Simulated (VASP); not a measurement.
Set up this calculation in VASP 6.6.1, as the native input.

```yaml
Task: single point
Functional: PBE
Potentials_or_basis: VASP PAW PBE potentials, release 64 (Yb)
Cutoff: 520 eV
k_mesh: 8 × 8 × 4
Occupations: fermi-dirac, width 0.05 eV
Spin: collinear spin, ferromagnetic start
Starting_moments: "[1.0, 1.0] μB"
Dipole_correction: no
Further_INCAR_settings: ALGO = Normal; EDIFF = 1e-06; NBANDS = 35
```

The structure of Yb lies in POSCAR:

```
Yb
1.0
    3.8538596181      0.0000000000      0.0000000000
   -1.9269298090      3.3375403318      0.0000000000
    0.0000000000      0.0000000000      6.3430403194
Yb
2
Direct
    0.6666666667      0.3333333333      0.7500000000
    0.3333333333      0.6666666667      0.2500000000
```

This cell differs from its parent crystal: volume scaled by 0.98.

The input as run:

INCAR

```
SYSTEM = Yb
PREC = Accurate
ENCUT = 520
EDIFF = 1E-6
ISMEAR = -1
SIGMA = 0.05
LREAL = .FALSE.
LASPH = .TRUE.
NELM = 150
ALGO = Normal
ISIF = 2
LWAVE = .FALSE.
LCHARG = .FALSE.
ISPIN = 2
MAGMOM = 1 1
LORBIT = 11
LMAXMIX = 6
GGA = PE
NBANDS = 35
```

KPOINTS

```
Automatic mesh
0
G
  8 8 4
  0 0 0
```

Potentials or basis: VASP PAW PBE potentials, release 64 (Yb).

Run with:

```bash
$ cat potpaw_PBE.64/Yb/POTCAR > POTCAR
$ mpirun -np 1 vasp_std > vasp.out
```

Results of the run:

| Item | Value |
| --- | --- |
| Pressure | 61.4 GPa |
| Band gap on the k mesh | zero (filled and empty bands overlap) |
| Net moment | 0.01 μB per cell |
| Site moments | Yb +0.03 μB |
| Valence electrons inside the program's atomic spheres | Yb 22.02 |

Caveat: spin-orbit coupling is left out, which moves the levels of the heavy elements.

It took 8.1 min on 1 thread of Intel(R) Xeon(R) 6975P-C (Granite Rapids), with other jobs on the host, peak memory 0.32 GiB.
